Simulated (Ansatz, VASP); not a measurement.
**Al2O3: VASP beside Ansatz**

File POSCAR:

```
Al2O3
1.0
    2.4028803802      1.3873036343      4.3746864399
   -2.4028803802      1.3873036343      4.3746864399
    0.0000000000     -2.7746072686      4.3746864399
Al O
4 6
Direct
    0.3519098049      0.3519098049      0.3519098049
    0.1480901951      0.1480901951      0.1480901951
    0.6480901951      0.6480901951      0.6480901951
    0.8519098049      0.8519098049      0.8519098049
    0.5563680097      0.9436319903      0.2500000000
    0.2500000000      0.5563680097      0.9436319903
    0.9436319903      0.2500000000      0.5563680097
    0.4436319903      0.0563680097      0.7500000000
    0.7500000000      0.4436319903      0.0563680097
    0.0563680097      0.7500000000      0.4436319903
```

Contents of INCAR.step1:

```
ALGO = Normal
EDIFF = 1E-4
ENCUT = 520
GGA = PE
ISMEAR = 0
LASPH = T
LCHARG = F
LREAL = F
LWAVE = T
NBANDS = 35
NELM = 100
PREC = Accurate
SIGMA = 0.01
```

The input INCAR.step2:

```
ALGO = Normal
EDIFF = 1E-6
ENCUT = 520
ISIF = 2
ISMEAR = 0
ISTART = 1
LASPH = T
LCHARG = F
LMIXTAU = T
LREAL = F
LWAVE = F
METAGGA = R2SCAN
NBANDS = 35
NELM = 100
PREC = Accurate
SIGMA = 0.01
```

Contents of KPOINTS:

```
k-points
0
Gamma
  6 6 6
```

Input for Ansatz:

```yaml
crystal:
  lattice:
    - [2.4028803802, 1.3873036343, 4.3746864399]
    - [-2.4028803802, 1.3873036343, 4.3746864399]
    - [0.0, -2.7746072686, 4.3746864399]
  atoms:
    - { symbol: Al, position: [0.3519098049, 0.3519098049, 0.3519098049] }
    - { symbol: Al, position: [0.1480901951, 0.1480901951, 0.1480901951] }
    - { symbol: Al, position: [0.6480901951, 0.6480901951, 0.6480901951] }
    - { symbol: Al, position: [0.8519098049, 0.8519098049, 0.8519098049] }
    - { symbol: O, position: [0.5563680097, 0.9436319903, 0.25] }
    - { symbol: O, position: [0.25, 0.5563680097, 0.9436319903] }
    - { symbol: O, position: [0.9436319903, 0.25, 0.5563680097] }
    - { symbol: O, position: [0.4436319903, 0.0563680097, 0.75] }
    - { symbol: O, position: [0.75, 0.4436319903, 0.0563680097] }
    - { symbol: O, position: [0.0563680097, 0.75, 0.4436319903] }
kpoints:
  mp_grid: { grid: [6, 6, 6] }
hamiltonian:
  xc: r2scan
scf:
  occupations: { method: fixed }
  n_extra_bands: 6
output:
  forces: true
  stress: true
  eigenvalues: true
```

Alike in both runs: task single point; functional r2SCAN; k mesh 6 × 6 × 6; no spin polarisation.

|  | VASP | Ansatz |
| --- | --- | --- |
| version | VASP 6.6.1 | Ansatz 0.2.0 |
| potentials or method | VASP PAW PBE potentials, release 64 (Al, O) | plane waves, PAW |
| plane-wave cutoff (eV) | 520 | 500 |
| occupations | gaussian, width 0.01 eV | fixed |
| valence electrons in the cell | 48 | 48 |

```tsv
	VASP	Ansatz	Ansatz less VASP
gap on the k mesh at the Fermi level (eV)	6.77	6.76	-0.016
pressure (GPa)	-7.7	-7.2	+0.51
traceless stress, the component that is largest in VASP (GPa)	0.28	0.32	+0.047
rms of the force components (eV/Å)	0.021	0.016	-0.0043
```

VASP's potentials were made for PBE, not for r2SCAN. Atom by atom the forces differ by 0.008 eV/Å (rms over components).
